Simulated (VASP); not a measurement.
Wanted: the native input for a VASP 6.6.1 run.

| Property | Result |
| --- | --- |
| Task | single point |
| Functional | PBE |
| Potentials or basis | VASP PAW PBE potentials, release 64 (Be, H) |
| Cutoff | 520 eV |
| k mesh | 12 × 12 × 10 |
| Occupations | gaussian, width 0.1 eV |
| Spin | no spin polarisation |
| Dipole correction | no |
| Further INCAR settings | ALGO = Normal; EDIFF = 1e-06; NBANDS = 11 |

The structure of BeH lies in POSCAR:

```
BeH
1.0
    2.7383636590      0.0000000000      0.0000000000
   -1.3691818295      2.3714924935      0.0000000000
    0.0000000000      0.0000000000      3.7924563172
Be H
2 2
Direct
    0.3333333333      0.6666666667      0.2500000000
    0.6666666667      0.3333333333      0.7500000000
    0.6666666667      0.3333333333      0.2500000000
    0.3333333333      0.6666666667      0.7500000000
```

One way to write it, as run:

INCAR

```
SYSTEM = BeH
PREC = Accurate
ENCUT = 520
EDIFF = 1E-6
ISMEAR = 0
SIGMA = 0.1
LREAL = .False.
LASPH = .True.
NELM = 100
ALGO = Normal
ISIF = 2
LWAVE = .False.
LCHARG = .False.
GGA = PE
NBANDS = 11
```

KPOINTS

```
regular mesh
0
Gamma
  12 12 10
  0 0 0
```

Potentials or basis: VASP PAW PBE potentials, release 64 (Be, H).

Launch:

```sh
$ cat potpaw_PBE.64/Be/POTCAR potpaw_PBE.64/H/POTCAR > POTCAR
$ mpirun -np 1 vasp_std > vasp.out
```

It gave:

```
Pressure               : -0.1 GPa
Band gap on the k mesh : zero (bands 3 and 4 overlap by 7.88 eV)
```

It took 11 s on 1 thread of Intel(R) Xeon(R) Platinum 8488C (Sapphire Rapids), with other jobs on the host, peak memory 0.14 GiB.
